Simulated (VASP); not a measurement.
# Y2Si3O (P-6m2) in VASP: notebook, part 2 of 2

VASP 6.6.1.

### Step 4. Relaxation of cell and atoms, PBE

This run uses another cell than the first one, of 17.81 Å³/atom.

The input, INCAR:

```
SYSTEM = Y2Si3O
PREC = Accurate ; ENCUT = 600
EDIFF = 1E-6 ; ISMEAR = 0
SIGMA = 0.1 ; LREAL = .FALSE.
LASPH = .TRUE. ; NELM = 80
ALGO = Normal ; ISIF = 3
LWAVE = .FALSE. ; LCHARG = .FALSE.
GGA = PE ; IBRION = 2
NSW = 100 ; EDIFFG = -0.01
```

The input, KPOINTS:

```
Automatic mesh
0
G
  12 12 6
  0 0 0
```

The input, POSCAR:

```
Y2Si3O
1.0
    3.9797326044      0.0000000000      0.0000000000
   -1.9898663022      3.4465495357      0.0000000000
    0.0000000000      0.0000000000      7.7926151668
Y Si O
2 3 1
Direct
    0.3333333333      0.6666666667      0.2451195178
    0.3333333333      0.6666666667      0.7548804822
    0.6666666667      0.3333333333      0.5000000000
    0.0000000000      0.0000000000      0.0000000000
    0.0000000000      0.0000000000      0.5000000000
    0.6666666667      0.3333333333      0.0000000000
```

Potentials or basis: VASP PAW PBE potentials, release 64 (Y_sv, Si, O).

Started as:

```bash
$ cat potpaw_PBE.64/Y_sv/POTCAR potpaw_PBE.64/Si/POTCAR potpaw_PBE.64/O/POTCAR > POTCAR
$ mpirun -np 1 vasp_std > vasp.out
```

OUTCAR:

```text
SYSTEM = Y2Si3O
   PREC = Accurate
   ENCUT = 600
   EDIFF = 1E-6
   ISMEAR = 0
   LREAL = .FALSE.
   LASPH = .TRUE.
   NELM = 80
   ISIF = 3
   GGA = PE
   IBRION = 2
   NSW = 100
   EDIFFG = -0.01

 ion  position               nearest neighbor table
   1  0.333  0.667  0.245-   4 2.99   6 2.99   6 2.99   4 2.99   4 2.99   6 2.99   3 3.04   5 3.04
                             3 3.04   5 3.04   5 3.04   3 3.04   2 3.82   2 3.97
   2  0.333  0.667  0.755-   4 2.99   6 2.99   6 2.99   4 2.99   4 2.99   6 2.99   3 3.04   5 3.04
                             3 3.04   5 3.04   5 3.04   3 3.04   1 3.82   1 3.97
   3  0.667  0.333  0.500-   5 2.30   5 2.30   5 2.30   2 3.04   1 3.04   2 3.04   1 3.04   1 3.04
                             2 3.04
   4  0.000  0.000  0.000-   6 2.30   6 2.30   6 2.30   1 2.99   2 2.99   1 2.99   2 2.99   1 2.99
                             2 2.99
   5  0.000  0.000  0.500-   3 2.30   3 2.30   3 2.30   1 3.04   2 3.04   1 3.04   2 3.04   1 3.04
                             2 3.04
   6  0.667  0.333  0.000-   4 2.30   4 2.30   4 2.30   2 2.99   1 2.99   2 2.99   1 2.99   1 2.99
                             2 2.99

  LATTYP: Found a hexagonal cell.
 ALAT       =     3.9797326044
 C/A-ratio  =     1.9580750622

  Lattice vectors:

 A1 = (   3.9797326044,   0.0000000000,   0.0000000000)
 A2 = (  -1.9898663022,   3.4465495357,   0.0000000000)
 A3 = (   0.0000000000,   0.0000000000,   7.7926151668)

Analysis of symmetry for initial positions (statically):
=====================================================================
 Subroutine PRICEL returns:
 Original cell was already a primitive cell.

 Routine SETGRP: Setting up the symmetry group for a
 hexagonal supercell.

 Subroutine GETGRP returns: Found 12 space group operations
 (whereof 12 operations were pure point group operations)
 out of a pool of 24 trial point group operations.

The static configuration has the point symmetry D_3h.

Analysis of symmetry for dynamics (positions and initial velocities):
=====================================================================
 Subroutine PRICEL returns:
 Original cell was already a primitive cell.

 Routine SETGRP: Setting up the symmetry group for a
 hexagonal supercell.

 Subroutine GETGRP returns: Found 12 space group operations
 (whereof 12 operations were pure point group operations)
 out of a pool of 24 trial point group operations.

The dynamic configuration has the point symmetry D_3h.

 Subroutine INISYM returns: Found 12 space group operations
 (whereof 12 operations are pure point group operations),
 and found     1 'primitive' translations

----------------------------------------------------------------------------------------

                                     Primitive cell

  volume of cell :     106.8862

  direct lattice vectors                    reciprocal lattice vectors
     3.979732604  0.000000000  0.000000000     0.251273163  0.145072628  0.000000000
    -1.989866302  3.446549536  0.000000000     0.000000000  0.290145257  0.000000000
     0.000000000  0.000000000  7.792615167     0.000000000  0.000000000  0.128326624

  length of vectors
[... 70 lines left out ...]
  0.333333  0.000000  0.166667     12.000000
 [... further k-points ...]
   k-points           NKPTS =     76   k-points in BZ     NKDIM =     76   number of bands    NBANDS=     24
   number of dos      NEDOS =    301   number of ions     NIONS =      6
   total plane-waves  NPLWV =  65536
   dimension x,y,z NGX =    32 NGY =   32 NGZ =   64
   dimension x,y,z NGXF=    64 NGYF=   64 NGZF=  128
   ions per type =               2   3   1
   NGX,Y,Z   is equivalent  to a cutoff of  13.37, 13.37, 13.65 a.u.
   NGXF,Y,Z  is equivalent  to a cutoff of  26.73, 26.73, 27.31 a.u.
 SYSTEM =  Y2Si3O
   PREC   = accura    normal or accurate (medium, high low for compatibility)
   ISTART =      0    job   : 0-new  1-cont  2-samecut
   ICHARG =      2    charge: 1-file 2-atom 10-const
   ISPIN  =      1    spin polarized calculation?
   LNONCOLLINEAR =      F non collinear calculations
   LSORBIT =      F    spin-orbit coupling
   LASPH  =      T    aspherical Exc in radial PAW
   ENCUT  =  600.0 eV  44.10 Ry    6.64 a.u.   7.95  7.95 15.56*2*pi/ulx,y,z
   NELM   =     80;   NELMIN=  2; NELMDL= -5     # of ELM steps
   EDIFF  = 0.1E-05   stopping-criterion for ELM
   LREAL  =      F    real-space projection
   EDIFFG = -.1E-01   stopping-criterion for IOM
   NSW    =    100    number of steps for IOM
   IBRION =      2    ionic relax: 0-MD 1-quasi-New 2-CG
   NFREE  =      1    steps in history (QN), initial steepest desc. (CG)
   ISIF   =      3    stress and relaxation
   ISYM   =      2    0-nonsym 1-usesym 2-fastsym
   POTIM  = 0.5000    time-step for ionic-motion
   TEBEG  =    0.0;   TEEND  =   0.0 temperature during run
   PSTRESS=    0.0 pullay stress
   NELECT =      40.0000    total number of electrons
   NUPDOWN=      -1.0000    fix difference up-down
   EMIN   =  10.00;   EMAX   =-10.00  energy-range for DOS
   EFERMI =   0.00;   METHOD = LEGACY
   ISMEAR =     0;   SIGMA  =   0.10  broadening in eV -4-tet -1-fermi 0-gaus
   EFERMI_NEDOS =   21; number of points for ismear=-14 and -15
   IALGO  =     38    algorithm
   IMIX   =      4    mixing-type and parameters
     AMIX     =   0.40;   BMIX     =  1.00
     AMIX_MAG =   1.60;   BMIX_MAG =  1.00
  volume/ion in A,a.u.               =      17.81       120.22
  Fermi-wavevector in a.u.,A,eV,Ry     =   1.179744  2.229392 18.936519  1.391795
  Thomas-Fermi vector in A             =   2.316049
   LORBIT       =      0    0 simple, 1 ext, 2 COOP (PROOUT), +10 PAW based schemes
   GGA     = PE    functional components
   LHFCALC =     F    Hartree Fock is set to
   AEXX    =    0.0000 exact exchange contribution
   IVDW    =     0    specifies the selected vdW correction
   LEPSILON=     F    determine dielectric tensor
   LRPA    =     F    only Hartree local field effects (RPA)
 conjugate gradient relaxation of ions
 non-spin polarized calculation
 Gauss-broadening in eV      SIGMA  =   0.10
  energy-cutoff  :      600.00
  volume of cell :      106.89
 maximum number of plane-waves:      3600
 NGX is ok and might be reduce to    32
   NGX = 15   NGY = 15   NGZ = 31

--------------------------------------- Ionic step        1  -------------------------------------------

 number of electron      39.9999998 magnetization

 Free energy of the ion-electron system (eV)
  ---------------------------------------------------
  ext. energy  EPLUGINS =         0.00000000
  ---------------------------------------------------
  free energy    TOTEN  =       -38.00524650 eV

  energy without entropy =      -37.99297263  energy(sigma->0) =      -37.99910956

------------------------ aborting loop because EDIFF is reached ----------------------------------------

  FORCE on cell =-STRESS in cart. coord.  units (eV):
  Direction    XX          YY          ZZ          XY          YZ          ZX
  --------------------------------------------------------------------------------------
  -------------------------------------------------------------------------------------
  Total       -0.4040350     -0.4040350      0.2779330      0.0000000      0.0000000     -0.0000000
  in kB       -6.0563073     -6.0563073      4.1660938      0.0000000      0.0000000     -0.0000000
  external PRESSURE =      -2.6488403 kB  Pullay stress =       0.0000000 kB
[... 307 lines left out ...]
--------------------------------------- Ionic step        9  -------------------------------------------

 number of electron      39.9999999 magnetization

 Free energy of the ion-electron system (eV)
  ---------------------------------------------------
  ext. energy  EPLUGINS =         0.00000000
  ---------------------------------------------------
  free energy    TOTEN  =       -38.00895786 eV

  energy without entropy =      -37.99688538  energy(sigma->0) =      -38.00292162

 E-fermi :   6.5328     XC(G=0): -10.5912

 val. band max:        6.5156363500   @ k =   0.3333   0.3333   0.5000
 cond. band min:       6.5763142503   @ k =   0.4167   0.1667   0.3333
 fundamental gap:      0.0606779002
 Fermi energy:         6.5327562288

 k-point     1 :       0.0000    0.0000    0.0000
  band No.  band energies     occupation
      1     -36.1712      2.00000
      2     -36.1627      2.00000
      3     -16.4106      2.00000
      4     -16.1828      2.00000
      5     -16.1173      2.00000
      6     -16.1173      2.00000
[... 637 lines left out ...]
     23       8.1495      0.00000
     24       8.4914      0.00000

 [... further k-points ...]

------------------------ aborting loop because EDIFF is reached ----------------------------------------

  FORCE on cell =-STRESS in cart. coord.  units (eV):
  Direction    XX          YY          ZZ          XY          YZ          ZX
  --------------------------------------------------------------------------------------
  -------------------------------------------------------------------------------------
  Total       -0.0106303     -0.0106303      0.0412517     -0.0000000     -0.0000000      0.0000000
  in kB       -0.1595832     -0.1595832      0.6192750     -0.0000000     -0.0000000      0.0000000
  external PRESSURE =       0.1000362 kB  Pullay stress =       0.0000000 kB
[... 21 lines left out ...]
  FREE ENERGIE OF THE ION-ELECTRON SYSTEM (eV)
  ---------------------------------------------------
  free  energy   TOTEN  =       -38.0089578595 eV

  energy  without entropy=      -37.9968853807  energy(sigma->0) =      -38.00292162

 reached required accuracy - stopping structural energy minimisation
```

It took 38 min on 1 thread of Intel Xeon 8259CL, shared host; peak memory 0.45 GiB.

Results:

```yaml
Free_energy: -38.0090 eV
Relaxed_volume: 17.79 Å³/atom
Relaxed_cell: a = 3.962 Å, b = 3.962 Å, c = 7.851 Å, α = 90.00°, β = 90.00°, γ = 120.00°
Space_group_after_relaxing_to_0.1_Å: P-6m2 (No. 187)
Energy_gained_by_relaxing: 0.6 meV/atom
Ionic_steps: 9
Pressure_after_relaxing: 0.0 GPa
Largest_force_after_relaxing: 0.003 eV/Å
Band_gap_on_the_k_mesh: zero (bands 20 and 21 overlap by 0.44 eV)
```

Forces in eV/Å, atoms in the order of the input:
```
Y    0.000  0.000  0.003
Y    0.000  0.000 -0.003
Si   0.000  0.000  0.000
Si   0.000  0.000  0.000
Si   0.000  0.000  0.000
O    0.000  0.000  0.000
```

The path:
```csv
step,energy change (eV),largest force (eV/Å),pressure (GPa),volume (Å³)
1,0.0000,0.0452,-0.26,106.89
2,-0.0021,0.0512,0.19,106.43
3,-0.0022,0.0539,0.36,106.27
4,-0.0033,0.0480,0.08,106.64
5,-0.0034,0.0464,0.03,106.75
6,-0.0036,0.0274,-0.06,106.81
7,-0.0036,0.0109,-0.10,106.86
8,-0.0037,0.0000,0.05,106.67
9,-0.0037,0.0032,0.01,106.73
```

Final structure:
```
CELL_PARAMETERS angstrom
3.96195 0.00000 0.00000
-1.98097 3.43115 0.00000
0.00000 0.00000 7.85091
ATOMIC_POSITIONS crystal
Y 0.33333 0.66667 0.24698
Y 0.33333 0.66667 0.75302
Si 0.66667 0.33333 0.50000
Si 0.00000 0.00000 0.00000
Si 0.00000 0.00000 0.50000
O 0.66667 0.33333 0.00000
```

### Step 5. Overview

| task | cell | k mesh | cutoff (eV) | gap on the mesh (eV) | pressure (GPa) | relaxed volume (Å³/atom) |
| --- | --- | --- | --- | --- | --- | --- |
| relaxation of cell and atoms | relaxed from a = 4.112, b = 4.112, c = 8.957 Å, angles 90.0, 90.0, 120.0°, 6 atoms, atomic positions A | 6 × 6 × 2 | 600 | none | -0.2 | 17.80 |
| single point | a = 3.963, b = 3.963, c = 7.857 Å, angles 90.0, 90.0, 120.0°, 6 atoms, atomic positions B | 12 × 12 × 6 | 520 | none | -0.1 | - |
| relaxation of cell and atoms | relaxed from a = 3.980, b = 3.980, c = 7.793 Å, angles 90.0, 90.0, 120.0°, 6 atoms, atomic positions C | 12 × 12 × 6 | 600 | none | 0.0 | 17.79 |

Alike in all rows: level PBE; potentials or basis VASP PAW PBE potentials, release 64 (Y_sv, Si, O); no spin polarisation; smearing gaussian 0.1 eV.

Caveats: the volume moved by over 15 % at a fixed basis, so the end points are rough (at least some runs).

Total energies depend on the potentials used, so only differences within one code and one set of settings carry meaning.
